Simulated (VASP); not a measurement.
A run of VASP 6.6.1 is set up as follows.

File INCAR:

```
ALGO = Normal ; EDIFF = 1E-6
ENCUT = 520 ; GGA = VW
ISIF = 2 ; ISMEAR = -1
LASPH = T ; LCHARG = F
LREAL = F ; LWAVE = F
NBANDS = 16 ; NELM = 80
PREC = Accurate ; SIGMA = 0.05
```

Contents of KPOINTS:

```
k-points
0
Gamma
  10 10 5
```

The input POSCAR:

```
SiC
1.0
    3.0132068704      0.0000000000      0.0000000000
   -1.5066034352      2.6095136966      0.0000000000
    0.0000000000      0.0000000000      4.9449506768
Si C
2 2
Direct
    0.6666666667      0.3333333333      0.5000000000
    0.3333333333      0.6666666667      0.0000000000
    0.6666666667      0.3333333333      0.8850000000
    0.3333333333      0.6666666667      0.3850000000
```

Potentials or basis: VASP PAW PBE potentials, release 64 (Si, C).

The run is started by

```bash
$ cat potpaw_PBE.64/Si/POTCAR potpaw_PBE.64/C/POTCAR > POTCAR
$ mpirun -np 1 vasp_std > vasp.out
```

Task: What does it give for the largest force?

Result: 0.845 eV/Å.

Task: Predict the pressure.

Result: 12.4 GPa.

Stress tensor (GPa, compression positive):
```
14.73  0.00  0.00
 0.00 14.73  0.00
 0.00  0.00  7.58
```

Caveat: the PAW data sets were made with another functional, which shifts forces and pressure a little.
